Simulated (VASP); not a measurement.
## AlNi3: single point with PBE

AlNi3:

```
Al Ni
1.0
     3.52305    0.00000    0.00000
     0.00000    3.52305    0.00000
     0.00000    0.00000    3.52305
Al Ni
1 3
Direct
  0.00000 0.00000 0.00000
  0.00000 0.50000 0.50000
  0.50000 0.00000 0.50000
  0.50000 0.50000 0.00000
```

| Property | Result |
| --- | --- |
| Program | VASP 6.6.1 |
| Task | single point |
| Functional | PBE |
| Potentials or basis | VASP PAW PBE potentials, release 64 (Al, Ni) |
| Cutoff | 520 eV |
| k mesh | 10 × 10 × 10 |
| Occupations | fermi-dirac, width 0.03 eV |
| Spin | no spin polarisation |
| Dipole correction | no |
| Further INCAR settings | ALGO = Normal; EDIFF = 1e-07; NBANDS = 24 |

* Pressure: 7.0 GPa
* Band gap on the k mesh: zero (an odd number of electrons rules out a gap without spin polarisation)

Levels at points of the mesh, in eV from the Fermi level:
```tsv
k point	band 15	band 16	band 17	band 18	band 19	band 20
(0.00, 0.00, 0.00)	0.19	0.19	0.91	0.91	0.91	6.82
(0.50, 0.00, 0.00)	-0.91	-0.37	0.19	5.72	5.72	5.76
(0.50, 0.50, 0.00)	-0.85	-0.76	-0.48	1.07	1.07	8.38
(0.50, 0.50, 0.50)	-0.96	-0.17	-0.02	-0.02	-0.02	3.66
```

It took 28 s on 1 thread of Intel(R) Xeon(R) 6975P-C (Granite Rapids), on a shared host, peak memory 0.18 GiB.

Caveat: the cell stands under pressure. Spin polarisation is off, so any magnetic state and its effect on volume and gap are missing.
